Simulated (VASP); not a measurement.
Here is a VASP 6.6.1 calculation.

INCAR

```
ALGO = Normal
EDIFF = 1E-6
EDIFFG = -0.04
ENCUT = 600
GGA = PE
IBRION = 2
ISIF = 3
ISMEAR = 0
LASPH = T
LCHARG = F
LREAL = F
LWAVE = F
NELM = 100
NSW = 90
PREC = Accurate
SIGMA = 0.1
```

The input KPOINTS:

```
k-points
0
Gamma
  6 2 4
```

The input POSCAR:

```
Si
1.0
    3.1614583300      0.0000000000      0.0000000000
    0.0000000000      8.5169884500      0.0000000000
    0.0000000000      0.0000000000      5.7673513900
Si
12
Direct
    0.4510114100      0.6340154500      0.1725784400
    0.0489885900      0.8659845500      0.1725784400
    0.5489885900      0.1340154500      0.3274215600
    0.9510114100      0.3659845500      0.3274215600
    0.5489885900      0.3659845500      0.8274215600
    0.9510114100      0.1340154500      0.8274215600
    0.4510114100      0.8659845500      0.6725784400
    0.0489885900      0.6340154500      0.6725784400
    0.0000000000      0.0000000000      0.5000000000
    0.5000000000      0.5000000000      0.5000000000
    0.0000000000      0.5000000000      0.0000000000
    0.5000000000      0.0000000000      0.0000000000
```

Potentials or basis: VASP PAW PBE potentials, release 64 (Si).

Run with:

```console
$ cat potpaw_PBE.64/Si/POTCAR > POTCAR
$ mpirun -np 1 vasp_std > vasp.out
```

(1) What does it give for the relaxed cell?

(2) Predict the relaxed volume.

Results:

(1) a = 3.609 Å, b = 8.621 Å, c = 6.587 Å, α = 90.00°, β = 90.00°, γ = 90.00°.

(2) 17.08 Å³/atom.

Caveat: the k points lie up to 0.36 Å⁻¹ apart in the final cell, too coarse for converged energies and pressures of a metal; the volume moved by over 15 % at a fixed basis, so the end points are rough.
